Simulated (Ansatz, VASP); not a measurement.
Two plane-wave programs on Sr

```
Sr
1.0
     4.10335    0.00000    0.00000
    -2.05168    3.55361    0.00000
     0.00000    0.00000    6.72090
Sr
2
Direct
  0.33333 0.66667 0.25000
  0.66667 0.33333 0.75000
```

Alike in both runs: task single point; functional LDA; k mesh 10 × 10 × 6; occupations fermi-dirac, width 0.1 eV; no spin polarisation.

|  | VASP | Ansatz |
| --- | --- | --- |
| version | VASP 6.6.1 | Ansatz 0.2.0 |
| potentials or method | VASP PAW LDA potentials, release 64 (Sr_sv), cutoff 520 eV | plane waves (420 eV) with PAW, scalar-relativistic |
| valence electrons in the cell | 20 | 20 |

```csv
,VASP,Ansatz,Ansatz less VASP
pressure (GPa),0.0,0.0,+0.01
```

Ansatz warns that its potentials were made for another functional, while VASP's fit it. LDA's correlation is that of Perdew and Zunger in VASP and of Perdew and Wang (1992) in Ansatz.
